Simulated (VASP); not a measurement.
Set up this calculation in VASP 6.6.1, as the native input.

| Property | Result |
| --- | --- |
| Task | single point |
| Functional | PBE |
| Potentials or basis | VASP PAW PBE potentials, release 64 (Ta_pv, N) |
| Cutoff | 520 eV |
| k mesh | 11 × 11 × 11 |
| Occupations | methfessel-paxton, width 0.1 eV |
| Spin | no spin polarisation |
| Dipole correction | no |
| Further INCAR settings | ALGO = Normal; EDIFF = 1e-06; NBANDS = 15 |

The structure of TaN lies in POSCAR:

```
TaN
1.0
    0.0000000000      2.1790000000      2.1790000000
    2.1790000000      0.0000000000      2.1790000000
    2.1790000000      2.1790000000      0.0000000000
Ta N
1 1
Direct
    0.5000000000      0.5000000000      0.5000000000
    0.0000000000      0.0000000000      0.0000000000
```

The input as run:

INCAR

```
SYSTEM = TaN
PREC = Accurate
ENCUT = 520
EDIFF = 1E-6
ISMEAR = 1
SIGMA = 0.1
LREAL = .False.
LASPH = .True.
NELM = 60
ALGO = Normal
ISIF = 2
LWAVE = .False.
LCHARG = .False.
GGA = PE
NBANDS = 15
```

KPOINTS

```
regular mesh
0
Gamma
  11 11 11
  0 0 0
```

Potentials or basis: VASP PAW PBE potentials, release 64 (Ta_pv, N).

Command:

```bash
$ cat potpaw_PBE.64/Ta_pv/POTCAR potpaw_PBE.64/N/POTCAR > POTCAR
$ mpirun -np 1 vasp_std > vasp.out
```

It gave:

```
Pressure               : 15.5 GPa
Band gap on the k mesh : zero (band 8 reaches 11.61 eV, above the bottom of band 9 at 7.68 eV)
```

Caveat: spin-orbit coupling is left out, which moves the levels of the heavy elements.

It took 9.2 s on 1 thread of Intel(R) Xeon(R) Platinum 8375C CPU @ 2.90GHz (Ice Lake) (shared host), peak memory 0.15 GiB.
